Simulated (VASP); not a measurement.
# Al3Cu (Pm-3m) in VASP: a series of runs

Al3Cu is run at these levels: PBEsol; tasks: single point, relaxation of volume and atoms at fixed shape.

Everything below comes from runs of VASP 6.6.1. Logs are shortened: lines on timing, memory, paths and dates and some standing lists are left out, and cuts for length are marked.

## 1. The cell of the first run

It takes space group Pm-3m (No. 221, cubic). The conventional cell has a = 3.890 Å, b = 3.890 Å, c = 3.890 Å, α = 90.00°, β = 90.00°, γ = 90.00°. Within 3.6 Å of Al (site symmetry 4/mmm) lie 8 Al at 2.75 Å and 4 Cu at 2.75 Å. Within 3.6 Å of Cu (site symmetry m-3m) lie 12 Al at 2.75 Å.

## 2. Single point, PBEsol

INCAR

```
SYSTEM = Al3Cu
ALGO = Normal
EDIFF = 1E-6
ENCUT = 520
GGA = PS
ISIF = 2
ISMEAR = 0
LASPH = .TRUE.
LCHARG = .FALSE.
LREAL = .FALSE.
LWAVE = .FALSE.
NBANDS = 18
NELM = 100
PREC = Accurate
SIGMA = 0.05
```

KPOINTS

```
k-points
0
G
  11 11 11
  0 0 0
```

POSCAR

```
Al3Cu
1.0
    3.8900918092      0.0000000000      0.0000000000
    0.0000000000      3.8900918092      0.0000000000
    0.0000000000      0.0000000000      3.8900918092
Al Cu
3 1
Direct
    0.0000000000      0.5000000000      0.5000000000
    0.5000000000      0.0000000000      0.5000000000
    0.5000000000      0.5000000000      0.0000000000
    0.0000000000      0.0000000000      0.0000000000
```

Potentials or basis: VASP PAW PBE potentials, release 64 (Al, Cu).

Started as:

```console
> cat potpaw_PBE.64/Al/POTCAR potpaw_PBE.64/Cu/POTCAR > POTCAR
> mpirun -np 1 vasp_std > vasp.out
```

OUTCAR:

```text
SYSTEM = Al3Cu
   EDIFF = 1E-6
   ENCUT = 520
   GGA = PS
   ISIF = 2
   ISMEAR = 0
   LASPH = .TRUE.
   LREAL = .FALSE.
   NELM = 100
   PREC = Accurate

 ion  position               nearest neighbor table
   1  0.000  0.500  0.500-   2 2.75   3 2.75   4 2.75   3 2.75   4 2.75   2 2.75   4 2.75   4 2.75
                             2 2.75   3 2.75   3 2.75   2 2.75
   2  0.500  0.000  0.500-   1 2.75   3 2.75   4 2.75   3 2.75   4 2.75   1 2.75   3 2.75   3 2.75
                             1 2.75   4 2.75   4 2.75   1 2.75
   3  0.500  0.500  0.000-   1 2.75   2 2.75   4 2.75   1 2.75   2 2.75   2 2.75   4 2.75   2 2.75
                             1 2.75   4 2.75   1 2.75   4 2.75
   4  0.000  0.000  0.000-   1 2.75   2 2.75   3 2.75   1 2.75   2 2.75   1 2.75   3 2.75   1 2.75
                             2 2.75   3 2.75   2 2.75   3 2.75

  LATTYP: Found a simple cubic cell.
 ALAT       =     3.8900918092

  Lattice vectors:

 A1 = (   3.8900918092,   0.0000000000,   0.0000000000)
 A2 = (   0.0000000000,   3.8900918092,   0.0000000000)
 A3 = (   0.0000000000,   0.0000000000,   3.8900918092)

Analysis of symmetry for initial positions (statically):
=====================================================================
 Subroutine PRICEL returns:
 Original cell was already a primitive cell.

 Routine SETGRP: Setting up the symmetry group for a
 simple cubic supercell.

 Subroutine GETGRP returns: Found 48 space group operations
 (whereof 48 operations were pure point group operations)
 out of a pool of 48 trial point group operations.

The static configuration has the point symmetry O_h .

Analysis of symmetry for dynamics (positions and initial velocities):
=====================================================================
 Subroutine PRICEL returns:
 Original cell was already a primitive cell.

 Routine SETGRP: Setting up the symmetry group for a
 simple cubic supercell.

 Subroutine GETGRP returns: Found 48 space group operations
 (whereof 48 operations were pure point group operations)
 out of a pool of 48 trial point group operations.

The dynamic configuration has the point symmetry O_h .

 Subroutine INISYM returns: Found 48 space group operations
 (whereof 48 operations are pure point group operations),
 and found     1 'primitive' translations

----------------------------------------------------------------------------------------

                                     Primitive cell

  volume of cell :      58.8680

  direct lattice vectors                    reciprocal lattice vectors
     3.890091809  0.000000000  0.000000000     0.257063342  0.000000000  0.000000000
     0.000000000  3.890091809  0.000000000     0.000000000  0.257063342  0.000000000
     0.000000000  0.000000000  3.890091809     0.000000000  0.000000000  0.257063342

  length of vectors
     3.890091809  3.890091809  3.890091809     0.257063342  0.257063342  0.257063342

  position of ions in fractional coordinates (direct lattice)
     0.000000000  0.500000000  0.500000000
     0.500000000  0.000000000  0.500000000
     0.500000000  0.500000000  0.000000000
     0.000000000  0.000000000  0.000000000

  ion indices of the primitive-cell ions
   primitive index   ion index
                 1           1
                 2           2
                 3           3
                 4           4

----------------------------------------------------------------------------------------

 KPOINTS: k-points

Automatic generation of k-mesh.
 Grid dimensions read from file:
 generate k-points for:   11   11   11

 Generating k-lattice:

  Cartesian coordinates                     Fractional coordinates (reciprocal lattice)
     0.023369395  0.000000000  0.000000000     0.090909091  0.000000000  0.000000000
     0.000000000  0.023369395  0.000000000     0.000000000  0.090909091  0.000000000
     0.000000000  0.000000000  0.023369395     0.000000000  0.000000000  0.090909091

  Length of vectors
     0.023369395  0.023369395  0.023369395

  Shift w.r.t. Gamma in fractional coordinates (k-lattice)
     0.000000000  0.000000000  0.000000000

 Subroutine IBZKPT returns following result:
 ===========================================

 Found     56 irreducible k-points:

 Following reciprocal coordinates:
            Coordinates               Weight
  0.000000  0.000000  0.000000      1.000000
  0.090909  0.000000  0.000000      6.000000
  0.181818  0.000000  0.000000      6.000000
  0.272727  0.000000  0.000000      6.000000
  0.363636  0.000000  0.000000      6.000000
  0.454545  0.000000  0.000000      6.000000
[... 16 lines left out ...]
  0.181818  0.090909  0.090909     24.000000
  0.272727  0.090909  0.090909     24.000000
 [... further k-points ...]
   k-points           NKPTS =     56   k-points in BZ     NKDIM =     56   number of bands    NBANDS=     18
   number of dos      NEDOS =    301   number of ions     NIONS =      4
   total plane-waves  NPLWV =  27000
   dimension x,y,z NGX =    30 NGY =   30 NGZ =   30
   dimension x,y,z NGXF=    60 NGYF=   60 NGZF=   60
   ions per type =               3   1
   NGX,Y,Z   is equivalent  to a cutoff of  12.82, 12.82, 12.82 a.u.
   NGXF,Y,Z  is equivalent  to a cutoff of  25.64, 25.64, 25.64 a.u.
 SYSTEM =  Al3Cu
   PREC   = accura    normal or accurate (medium, high low for compatibility)
   ISTART =      0    job   : 0-new  1-cont  2-samecut
   ICHARG =      2    charge: 1-file 2-atom 10-const
   ISPIN  =      1    spin polarized calculation?
   LNONCOLLINEAR =      F non collinear calculations
   LSORBIT =      F    spin-orbit coupling
   LASPH  =      T    aspherical Exc in radial PAW
   ENCUT  =  520.0 eV  38.22 Ry    6.18 a.u.   7.23  7.23  7.23*2*pi/ulx,y,z
   NELM   =    100;   NELMIN=  2; NELMDL= -5     # of ELM steps
   EDIFF  = 0.1E-05   stopping-criterion for ELM
   LREAL  =      F    real-space projection
   EDIFFG = 0.1E-04   stopping-criterion for IOM
   NSW    =      0    number of steps for IOM
   IBRION =     -1    ionic relax: 0-MD 1-quasi-New 2-CG
   NFREE  =      0    steps in history (QN), initial steepest desc. (CG)
   ISIF   =      2    stress and relaxation
   ISYM   =      2    0-nonsym 1-usesym 2-fastsym
   POTIM  = 0.5000    time-step for ionic-motion
   TEBEG  =    0.0;   TEEND  =   0.0 temperature during run
   PSTRESS=    0.0 pullay stress
   NELECT =      20.0000    total number of electrons
   NUPDOWN=      -1.0000    fix difference up-down
   EMIN   =  10.00;   EMAX   =-10.00  energy-range for DOS
   EFERMI =   0.00;   METHOD = LEGACY
   ISMEAR =     0;   SIGMA  =   0.05  broadening in eV -4-tet -1-fermi 0-gaus
   EFERMI_NEDOS =   21; number of points for ismear=-14 and -15
   IALGO  =     38    algorithm
   IMIX   =      4    mixing-type and parameters
     AMIX     =   0.40;   BMIX     =  1.00
     AMIX_MAG =   1.60;   BMIX_MAG =  1.00
  volume/ion in A,a.u.               =      14.72        99.32
  Fermi-wavevector in a.u.,A,eV,Ry     =   1.142330  2.158691 17.754490  1.304918
  Thomas-Fermi vector in A             =   2.279028
   LORBIT       =      0    0 simple, 1 ext, 2 COOP (PROOUT), +10 PAW based schemes
   GGA     = PS    functional components
   LHFCALC =     F    Hartree Fock is set to
   AEXX    =    0.0000 exact exchange contribution
   IVDW    =     0    specifies the selected vdW correction
   LEPSILON=     F    determine dielectric tensor
   LRPA    =     F    only Hartree local field effects (RPA)
 non-spin polarized calculation
 Gauss-broadening in eV      SIGMA  =   0.05
  energy-cutoff  :      520.00
  volume of cell :       58.87
 maximum number of plane-waves:      1604
 NGX is ok and might be reduce to    30
   NGX = 15   NGY = 15   NGZ = 15

 number of electron      19.9999991 magnetization

 Free energy of the ion-electron system (eV)
  ---------------------------------------------------
  ext. energy  EPLUGINS =         0.00000000
  ---------------------------------------------------
  free energy    TOTEN  =       -16.71861628 eV

  energy without entropy =      -16.71741551  energy(sigma->0) =      -16.71801589

 E-fermi :   8.4339     XC(G=0): -10.9389

 val. band max:        8.4231063695   @ k =   0.3636   0.1818   0.1818
 cond. band min:       8.4626530418   @ k =   0.4545   0.0909   0.0909
 fundamental gap:      0.0395466723
 Fermi energy:         8.4339270420

 k-point     1 :       0.0000    0.0000    0.0000
  band No.  band energies     occupation
      1      -2.8593      2.00000
      2       4.0730      2.00000
      3       4.0730      2.00000
      4       4.8041      2.00000
      5       4.8041      2.00000
      6       4.8041      2.00000
[... 10 lines left out ...]
     17      15.4453      0.00000
     18      15.4453      0.00000

 k-point     2 :       0.0909    0.0000    0.0000
  band No.  band energies     occupation
      1      -2.7781      2.00000
      2       3.9138      2.00000
      3       4.0910      2.00000
      4       4.7518      2.00000
      5       4.7518      2.00000
      6       4.8068      2.00000
[... 10 lines left out ...]
     17      15.5118      0.00000
     18      15.5272      0.00000

 k-point     3 :       0.1818    0.0000    0.0000
  band No.  band energies     occupation
      1      -2.5353      2.00000
      2       3.2084      2.00000
      3       4.1396      2.00000
      4       4.6407      2.00000
      5       4.6407      2.00000
      6       4.8141      2.00000
[... 10 lines left out ...]
     17      15.6389      0.00000
     18      15.7538      0.00000

 k-point     4 :       0.2727    0.0000    0.0000
  band No.  band energies     occupation
      1      -2.1334      2.00000
      2       2.1287      2.00000
      3       4.2043      2.00000
      4       4.5309      2.00000
      5       4.5309      2.00000
      6       4.8236      2.00000
[... 375 lines left out ...]
      4       4.5512      2.00000
      5       4.7360      2.00000
      6       4.7360      2.00000
[... 10 lines left out ...]
     17      15.9929      0.00000
     18      15.9929      0.00000

 k-point    23 :       0.1818    0.0909    0.0909
  band No.  band energies     occupation
      1      -2.3741      2.00000
      2       3.3106      2.00000
      3       3.9795      2.00000
      4       4.4162      2.00000
      5       4.6292      2.00000
      6       4.7485      2.00000
[... 10 lines left out ...]
     17      15.5406      0.00000
     18      15.9609      0.00000

 k-point    24 :       0.2727    0.0909    0.0909
  band No.  band energies     occupation
      1      -1.9736      2.00000
      2       2.2644      2.00000
      3       4.0728      2.00000
      4       4.4090      2.00000
      5       4.5187      2.00000
      6       4.7627      2.00000
[... 10 lines left out ...]
     17      14.5310      0.00000
     18      16.3220      0.00000

 [... further k-points ...]
[... 5 lines left out ...]
  --------------------------------------------------------------------------------------
  -------------------------------------------------------------------------------------
  Total        0.0311599      0.0311599      0.0311599      0.0000000     -0.0000000      0.0000000
  in kB        0.8480621      0.8480621      0.8480621      0.0000000     -0.0000000      0.0000000
  external PRESSURE =       0.8480621 kB  Pullay stress =       0.0000000 kB

 VOLUME and BASIS-vectors are now :
 -----------------------------------------------------------------------------
  energy-cutoff  :      520.00
  volume of cell :       58.87
      direct lattice vectors                 reciprocal lattice vectors
     3.890091809  0.000000000  0.000000000     0.257063342  0.000000000  0.000000000
     0.000000000  3.890091809  0.000000000     0.000000000  0.257063342  0.000000000
     0.000000000  0.000000000  3.890091809     0.000000000  0.000000000  0.257063342

 POSITION                                       TOTAL-FORCE (eV/Angst)
 -----------------------------------------------------------------------------------
      0.00000      1.94505      1.94505         0.000000      0.000000      0.000000
      1.94505      0.00000      1.94505         0.000000      0.000000      0.000000
      1.94505      1.94505      0.00000         0.000000      0.000000      0.000000
      0.00000      0.00000      0.00000         0.000000      0.000000      0.000000
 -----------------------------------------------------------------------------------
    total drift:                                0.000000     -0.000000      0.000000

  FREE ENERGIE OF THE ION-ELECTRON SYSTEM (eV)
  ---------------------------------------------------
  free  energy   TOTEN  =       -16.7186162797 eV

  energy  without entropy=      -16.7174155081  energy(sigma->0) =      -16.71801589
```

Run time: 24 s. Hardware: 1 thread of Intel Xeon 6975P-C (Granite Rapids), shared host; peak memory 0.2 GiB.

What came out:

| Quantity | Value |
| --- | --- |
| Free energy | -16.7186 eV |
| Pressure | 0.1 GPa |
| Band gap on the k mesh | zero (band 10 reaches 10.39 eV, above the bottom of band 11 at 6.61 eV) |

Caveat: the PAW data sets were made with another functional, which shifts forces and pressure a little.

[end of part 1 of 2]
